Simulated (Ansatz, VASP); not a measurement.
Two plane-wave programs on Si4IrPd

```xyz
6
Lattice="4.0841 0.0000 0.0000 0.0000 4.0841 0.0000 0.0000 0.0000 5.7032" Properties=species:S:1:pos:R:3 pbc="T T T"
Si    0.0000    2.0420    4.2991
Si    2.0420    0.0000    4.2991
Si    0.0000    2.0420    1.4041
Si    2.0420    0.0000    1.4041
Pd    2.0420    2.0420    2.8516
Ir    0.0000    0.0000    0.0000
```

Alike in both runs: task single point; functional PBE; k mesh 8 × 8 × 6; occupations gaussian, width 0.1 eV; non-collinear spin, spin-orbit coupling.

```csv
,VASP,Ansatz
version,VASP 6.6.1,Ansatz 0.2.0
potentials or method,"VASP PAW PBE potentials, release 64 (Si, Pd, Ir), cutoff 520 eV","plane waves, PAW"
valence electrons in the cell,35,51
```

|  | VASP | Ansatz | Ansatz less VASP |
| --- | --- | --- | --- |
| pressure (GPa) | 0.1 | 0.0 | -0.13 |
| rms of the force components (eV/Å) | 0.007 | 0.003 | -0.0040 |
| net moment per atom (μB) | 0.00 | 0.00 | 0.000 |

Atom by atom the forces differ by 0.009 eV/Å (rms over components). With one functional, cell and mesh, what is left measures potentials, basis and numerics. VASP's potentials hold 35 valence electrons a cell and Ansatz's 51, so a difference there can come from the potentials and not from the codes.
